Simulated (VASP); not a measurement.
Input of a VASP 6.6.1 run:

The input INCAR:

```
SYSTEM = Al15InN16
PREC = Accurate
ENCUT = 520
EDIFF = 1E-6
ISMEAR = 0
SIGMA = 0.01
LREAL = Auto
LASPH = .TRUE.
NELM = 120
ALGO = Normal
ISIF = 2
LWAVE = .FALSE.
LCHARG = .FALSE.
GGA = PE
NBANDS = 91
GGA_COMPAT = .FALSE.
ISYM = -1
```

KPOINTS

```
explicit points
1
Reciprocal
  0.25000000   0.25000000   0.25000000 1
```

POSCAR

```
Al15InN16
1.0
    6.2595139092      0.0000000618      0.0000000000
   -3.1297570081      5.4208980298      0.0000000000
    0.0000000000      0.0000000000     10.0348065900
Al In N
15 1 16
Direct
    0.3354682551      0.1670842980      0.2449691536
    0.3360462520      0.1670566779      0.7535767733
    0.1664356643      0.3356490101      0.9984358002
    0.3367484776      0.6726888119      0.2442597052
    0.1698631412      0.8385090747      0.4982093627
    0.3359514311      0.6725745403      0.7542697389
    0.1649792126      0.8349978094      0.9994781251
    0.8294914916      0.1654974872      0.2443200508
    0.6644073761      0.3331960551      0.4982791281
    0.8303010737      0.1668676283      0.7542155912
    0.6672192928      0.3372969888      0.9993890221
    0.8343168788      0.6682028372      0.2489522405
    0.6673693792      0.8353164382      0.4990743092
    0.8345224998      0.6686191722      0.7481877505
    0.6676784584      0.8346738087      0.9990345757
    0.1629847870      0.3394919796      0.4993224237
    0.3434798743      0.1594878925      0.4319290807
    0.1679812499      0.3340564639      0.1889805952
    0.3332418308      0.1689465205      0.9416210669
    0.1683696029      0.3345059458      0.7096853292
    0.3503412834      0.7009804009      0.4311575875
    0.1658828286      0.8328198619      0.1868571109
    0.3334012423      0.6726218800      0.9421894109
    0.1697880132      0.8348385571      0.6887156778
    0.8014977597      0.1523431386      0.4312020026
    0.6696137351      0.3365602183      0.1867951772
    0.8294980225      0.1687936741      0.9421008846
    0.6681854720      0.3332286439      0.6887436693
    0.8335572667      0.6694318687      0.4395110052
    0.6701145858      0.8321011685      0.1863589814
    0.8324415367      0.6698825472      0.9371182583
    0.6680946872      0.8345334547      0.6897820991
```

Potentials or basis: VASP PAW PBE potentials, release 64 (Al, In_d, N).

Launch:

```bash
$ cat potpaw_PBE.64/Al/POTCAR potpaw_PBE.64/In_d/POTCAR potpaw_PBE.64/N/POTCAR > POTCAR
$ mpirun -np 1 vasp_std > vasp.out
```

Q: What does it give for the pressure?

A: 4.9 GPa.

Q: What does it give for the band gap on the k mesh?

A: 5.53 eV.

Stress tensor (GPa, compression positive):
```
 5.58 -3.92  0.07
-3.92  1.03  0.12
 0.07  0.12  8.06
```

Caveat: spin-orbit coupling is left out, which moves the levels of the heavy elements.
